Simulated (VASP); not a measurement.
Wanted: the native input for a VASP 6.6.1 run.

| Property | Result |
| --- | --- |
| Task | single point |
| Functional | PBE |
| Potentials or basis | VASP PAW PBE potentials, release 64 (Sc_sv, Al) |
| Cutoff | 520 eV |
| k mesh | 9 × 9 × 1 |
| Occupations | gaussian, width 0.1 eV |
| Spin | no spin polarisation |
| Dipole correction | yes |
| Further INCAR settings | ALGO = Normal; EDIFF = 1e-07; NBANDS = 38 |

The structure of Sc3Al7 lies in POSCAR:

```
Sc3Al7
1.0
    4.1053305961      0.0000000000      0.0000000000
    0.0000000000      4.1053305961      0.0000000000
    0.0000000000      0.0000000000     23.2106611922
Sc Al
3 7
Direct
    0.0000000000      0.0000000000      0.3212393281
    0.0000000000      0.0000000000      0.5000000162
    0.0000000000      0.0000000000      0.6787606929
    0.5000000000      0.5000000000      0.3256393857
    0.0000000000      0.5000000000      0.4100136847
    0.5000000000      0.0000000000      0.4100136847
    0.5000000000      0.5000000000      0.4999999821
    0.0000000000      0.5000000000      0.5899863176
    0.5000000000      0.0000000000      0.5899863176
    0.5000000000      0.5000000000      0.6743605903
```

One way to write it, as run:

INCAR

```
SYSTEM = Sc3Al7
ALGO     = Normal         ! electronic algorithm
DIPOL    = 0.5 0.5 0.500
EDIFF    = 1E-7           ! SCF threshold, eV
ENCUT    = 520            ! plane-wave cutoff, eV
GGA      = PE             ! functional
IDIPOL   = 3            
ISIF     = 2              ! what is computed and relaxed
ISMEAR   = 0              ! smearing method
LASPH    = .True.         ! aspherical terms in the spheres
LCHARG   = .False.        ! write CHGCAR
LDIPOL   = .True.       
LREAL    = .False.        ! projectors in reciprocal space
LWAVE    = .False.        ! write WAVECAR
NBANDS   = 38             ! bands
NELM     = 100            ! most SCF steps
PREC     = Accurate       ! precision mode
SIGMA    = 0.1            ! smearing width, eV
```

KPOINTS

```
k-points
0
Gamma
  9 9 1
  0 0 0
```

Potentials or basis: VASP PAW PBE potentials, release 64 (Sc_sv, Al).

Run with:

```sh
$ cat potpaw_PBE.64/Sc_sv/POTCAR potpaw_PBE.64/Al/POTCAR > POTCAR
$ mpirun -np 1 vasp_std > vasp.out
```

It gave:

```
Largest force          : 0.010 eV/Å
Band gap on the k mesh : zero (band 27 reaches 1.51 eV, above the bottom of band 28 at 0.88 eV)
```

Wall time 6.1 min on 1 thread of AMD EPYC 7R43 64-Core Processor (Zen 3) (shared host), peak memory 0.47 GiB.
